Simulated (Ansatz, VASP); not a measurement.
Au: VASP beside Ansatz

Contents of INCAR:

```
PREC = Accurate ; ENCUT = 520
EDIFF = 1E-7 ; ISMEAR = 1
SIGMA = 0.3 ; LREAL = False
LASPH = True ; NELM = 100
ALGO = Normal ; ISIF = 2
LWAVE = False ; LCHARG = False
GGA = CA ; NBANDS = 12
```

KPOINTS

```
regular mesh
0
Gamma
  13 13 13
```

Contents of POSCAR:

```
Au
1.0
    0.0000000000      2.0229622709      2.0229622709
    2.0229622709      0.0000000000      2.0229622709
    2.0229622709      2.0229622709      0.0000000000
Au
1
Direct
    0.0000000000      0.0000000000      0.0000000000
```

Input for Ansatz:

```yaml
crystal:
  lattice:
    - [0.0, 2.0229622709, 2.0229622709]
    - [2.0229622709, 0.0, 2.0229622709]
    - [2.0229622709, 2.0229622709, 0.0]
  atoms:
    - { symbol: Au, position: [0.0, 0.0, 0.0] }
hamiltonian:
  xc: lda
  pseudopotentials:
    kind: paw
    azcp:
      Au: "pseudopotentials/Au.paw.azcp"
basis:
  ecutwfc: 420
  fft_grid_basis: typed
kpoints:
  mp_grid: { grid: [13, 13, 13], shift: [0, 0, 0] }
magnetization:
  spin_polarized: false
scf:
  occupations: { method: cold, width: 0.3 }
  lower_state_search: "off"
output:
  stress: true
```

Alike in both runs: task single point; functional LDA; k mesh 13 × 13 × 13; no spin polarisation.

```csv
,VASP,Ansatz
version,VASP 6.6.1,Ansatz 0.2.0
potentials or method,"VASP PAW LDA potentials, release 64 (Au), cutoff 520 eV","plane waves (420 eV) with PAW, scalar-relativistic"
occupations,"methfessel-paxton of order 1, width 0.3 eV","cold, width 0.3 eV"
valence electrons in the cell,11,19
```

Ansatz gave:

```
pressure (GPa) : 0.0
```

Q: Which values does VASP return?

A: Pressure (GPa): 0.4.

Ansatz warns that its potentials were made for another functional, while VASP's fit it. LDA's correlation is that of Perdew and Zunger in VASP and of Perdew and Wang (1992) in Ansatz. VASP's potentials hold 11 valence electrons a cell and Ansatz's 19, so a difference there can come from the potentials and not from the codes.

Spin-orbit coupling is off throughout.
